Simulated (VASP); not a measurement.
# TiAl: single point with LDA

TiAl:

```
Ti Al
1.0
     2.88510    0.00000    0.00000
    -1.44255    2.49857    0.00000
     0.00000    0.00000    4.70936
Ti Al
1 1
Cartesian
  0.0000 0.0000 0.0000
  0.0000 1.6657 2.3547
```

```yaml
Program: VASP 6.6.1
Task: single point
Functional: LDA
Potentials_or_basis: VASP PAW LDA potentials, release 64 (Ti_sv, Al)
Cutoff: 520 eV
k_mesh: 21 × 21 × 12
Occupations: gaussian, width 0.15 eV
Spin: collinear spin
Starting_moments: "[0.625, 0.0] μB"
Fixed_moment: 0.625 μB
```

```
Pressure                                              : -7.5 GPa
Net moment                                            : 0.62 μB per cell
Site moments                                          : Ti +0.37; Al +0.01 μB
Valence electrons inside the program's atomic spheres : Ti 10.26; Al 0.81
```

Stress tensor (GPa, compression positive):
```
-6.48  0.00  0.00
 0.00 -6.48  0.00
 0.00  0.00 -9.48
```

Run time: 3.3 min on 1 thread of Intel(R) Xeon(R) 6975P-C (Granite Rapids), with other jobs on the host, peak memory 0.39 GiB.

Caveat: the cell stands under tension; the total moment is fixed, so each spin has its own Fermi level and the state may be an excited one.
